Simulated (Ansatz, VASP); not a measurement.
MnAl3: VASP beside Ansatz

The input INCAR:

```
SYSTEM = MnAl3
PREC = Accurate
ENCUT = 520
EDIFF = 1E-7
ISMEAR = 0
SIGMA = 0.1
LREAL = .FALSE.
LASPH = .TRUE.
NELM = 150
ALGO = Normal
ISIF = 2
LWAVE = .FALSE.
LCHARG = .FALSE.
ISPIN = 2
MAGMOM = 0 0 0 5
LORBIT = 11
LMAXMIX = 4
GGA = PS
NBANDS = 23
```

File KPOINTS:

```
Automatic mesh
0
G
  12 12 12
  0 0 0
```

Contents of POSCAR:

```
MnAl3
1.0
    0.0000000000      3.0078250317      3.0078250317
    3.0078250317      0.0000000000      3.0078250317
    3.0078250317      3.0078250317      0.0000000000
Al Mn
3 1
Direct
    0.2500000000      0.2500000000      0.2500000000
    0.7500000000      0.7500000000      0.7500000000
    0.5000000000      0.5000000000      0.5000000000
    0.0000000000      0.0000000000      0.0000000000
```

Input for Ansatz:

```yaml
crystal:
  lattice:
    - [0.0, 3.0078250287, 3.0078250287]
    - [3.0078250287, 0.0, 3.0078250287]
    - [3.0078250287, 3.0078250287, 0.0]
  atoms:
    - { symbol: Al, position: [0.25, 0.25, 0.25] }
    - { symbol: Al, position: [0.75, 0.75, 0.75] }
    - { symbol: Al, position: [0.5, 0.5, 0.5] }
    - { symbol: Mn, position: [0.0, 0.0, 0.0], spin: 5.0 }
basis:
  ecutwfc: 420
kpoints:
  mp_grid: { grid: [12, 12, 12] }
hamiltonian:
  xc: pbesol
scf:
  occupations: { method: gaussian, width: 0.1 }
  lower_state_search: "off"
output:
  forces: true
  stress: true
  eigenvalues: true
  populations: true
magnetization:
  spin_polarized: true
```

Alike in both runs: task single point; functional PBEsol; k mesh 12 × 12 × 12; occupations gaussian, width 0.1 eV; collinear spin.

```csv
,VASP,Ansatz
version,VASP 6.6.1,Ansatz 0.2.0
potentials or method,"VASP PAW PBE potentials, release 64 (Al, Mn_pv), cutoff 520 eV","scalar-relativistic, plane waves, PAW"
valence electrons in the cell,22,24
```

|  | VASP | Ansatz | Ansatz less VASP |
| --- | --- | --- | --- |
| gap on the k mesh at the Fermi level (eV) | none | none | - |
| pressure (GPa) | 0.1 | 0.0 | -0.12 |
| net moment per atom (μB) | 0.35 | 0.35 | +0.001 |
| size of the moment on the site where the two differ most (μB) | 1.37 | 1.35 | -0.018 |

VASP's potentials were made for PBE, not for PBEsol. Site moments also hang on the region over which each program counts them. A gap of «none» marks a metal or a gap that the smearing closes. VASP's potentials hold 22 valence electrons a cell and Ansatz's 24, so a difference there can come from the potentials and not from the codes.
